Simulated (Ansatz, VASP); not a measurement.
One calculation of AlN, two programs

```
Al N
1.0
     3.11300    0.00000    0.00000
    -1.55650    2.69594    0.00000
     0.00000    0.00000    4.98100
Al N
2 2
Direct
  0.33333 0.66667 0.00000
  0.66667 0.33333 0.50000
  0.33333 0.66667 0.38000
  0.66667 0.33333 0.88000
```

Alike in both runs: task single point; functional PBEsol; k mesh 6 × 6 × 4; no spin polarisation.

|  | VASP | Ansatz |
| --- | --- | --- |
| version | VASP 6.6.1 | Ansatz 0.2.0 |
| potentials or method | VASP PAW PBE potentials, release 64 (Al, N), cutoff 600 eV | plane waves, PAW |
| occupations | gaussian, width 0.01 eV | fixed |
| valence electrons in the cell | 16 | 16 |

```tsv
	VASP	Ansatz	Ansatz less VASP
gap on the k mesh at the Fermi level (eV)	4.15	4.13	-0.014
```

VASP's potentials were made for PBE, not for PBEsol. Ansatz's warnings: structure snapped to symmetry.
